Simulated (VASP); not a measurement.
Set up this calculation in VASP 6.6.1, as the native input.

* Task: single point
* Functional: LDA
* Potentials or basis: VASP PAW LDA potentials, release 64 (Cd, S)
* Cutoff: 520 eV
* k mesh: 8 × 8 × 8
* Occupations: gaussian, width 0.01 eV
* Spin: no spin polarisation
* Dipole correction: no
* Further INCAR settings: ALGO = Normal; EDIFF = 1e-06; NBANDS = 16

The structure of CdS (Hawleyite) lies in POSCAR:

```
CdS
1.0
    2.8290697295      2.8290697295      0.0000000000
   -2.8290697295      2.8290697295      0.0000000000
    0.0000000000      2.8290697295      2.8290697295
Cd S
1 1
Direct
    0.0000000000      0.0000000000      0.0000000000
    0.7500000000      0.2500000000      0.5000000000
```

One way to write it, as run:

INCAR

```
SYSTEM = CdS
ALGO     = Normal         ! electronic algorithm
EDIFF    = 1E-6           ! SCF threshold, eV
ENCUT    = 520            ! plane-wave cutoff, eV
GGA      = CA             ! functional
ISIF     = 2              ! what is computed and relaxed
ISMEAR   = 0              ! smearing method
LASPH    = .TRUE.         ! aspherical terms in the spheres
LCHARG   = .FALSE.        ! write CHGCAR
LREAL    = .FALSE.        ! projectors in reciprocal space
LWAVE    = .FALSE.        ! write WAVECAR
NBANDS   = 16             ! bands
NELM     = 60             ! most SCF steps
PREC     = Accurate       ! precision mode
SIGMA    = 0.01           ! smearing width, eV
```

KPOINTS

```
k-points
0
G
  8 8 8
  0 0 0
```

Potentials or basis: VASP PAW LDA potentials, release 64 (Cd, S).

Launch:

```console
$ cat potpaw_LDA.64/Cd/POTCAR potpaw_LDA.64/S/POTCAR > POTCAR
$ mpirun -np 1 vasp_std > vasp.out
```

It gave:

```
Pressure               : 4.7 GPa
Band gap on the k mesh : 1.09 eV, direct
```

Wall time 37 s on 1 thread of Intel Xeon 8259CL (shared host), peak memory 0.15 GiB.
